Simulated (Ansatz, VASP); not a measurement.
# MgO: VASP beside Ansatz

POSCAR

```
MgO
1.0
    0.0000000000      2.1085000000      2.1085000000
    2.1085000000      0.0000000000      2.1085000000
    2.1085000000      2.1085000000      0.0000000000
Mg O
1 1
Direct
    0.0000000000      0.0000000000      0.0000000000
    0.5000000000      0.5000000000      0.5000000000
```

INCAR.step1

```
  ALGO = Normal
  EDIFF = 1E-5
  ENCUT = 660
  GGA = PE
  GGA_COMPAT = False
  ISMEAR = 0
  LASPH = True
  LCHARG = False
  LREAL = False
  LWAVE = True
  NBANDS = 11
  NELM = 120
  PREC = Accurate
  SIGMA = 0.01
```

The input INCAR.step2:

```
  ALGO = Normal
  EDIFF = 1E-6
  ENCUT = 660
  GGA_COMPAT = False
  ISIF = 2
  ISMEAR = 0
  ISTART = 1
  LASPH = True
  LCHARG = False
  LMIXTAU = True
  LREAL = False
  LWAVE = False
  METAGGA = R2SCAN
  NBANDS = 11
  NELM = 120
  PREC = Accurate
  SIGMA = 0.01
```

Contents of KPOINTS:

```
k-points
0
Gamma
  9 9 9
```

Input for Ansatz:

```yaml
crystal:
  lattice:
    - [0.0, 2.1085, 2.1085]
    - [2.1085, 0.0, 2.1085]
    - [2.1085, 2.1085, 0.0]
  atoms:
    - { symbol: Mg, position: [0.0, 0.0, 0.0] }
    - { symbol: O, position: [0.5, 0.5, 0.5] }
basis:
  ecutwfc: 571.4391111657479
kpoints:
  mp_grid:
    grid: [9, 9, 9]
hamiltonian:
  xc: r2scan
scf:
  n_extra_bands: 10
  convergence:
    dr2_threshold: 1.0e-08
  occupations:
    method: fixed
output:
  dos:
    de: 0.05
    projected: true
```

Alike in both runs: task single point; functional r2SCAN; k mesh 9 × 9 × 9; no spin polarisation.

|  | VASP | Ansatz |
| --- | --- | --- |
| version | VASP 6.6.1 | Ansatz 0.2.0 |
| potentials or method | VASP PAW PBE potentials, release 64 (Mg, O), cutoff 660 eV | plane waves, PAW |
| occupations | gaussian, width 0.01 eV | fixed |
| valence electrons in the cell | 8 | 16 |

VASP gave:

```
gap on the k mesh at the Fermi level (eV) : 5.57
```

Task: What did Ansatz give for the same quantities?

Result: gap on the k mesh at the Fermi level (eV): 5.59.

VASP's potentials were made for PBE, not for r2SCAN. VASP's potentials hold 8 valence electrons a cell and Ansatz's 16, so a difference there can come from the potentials and not from the codes.
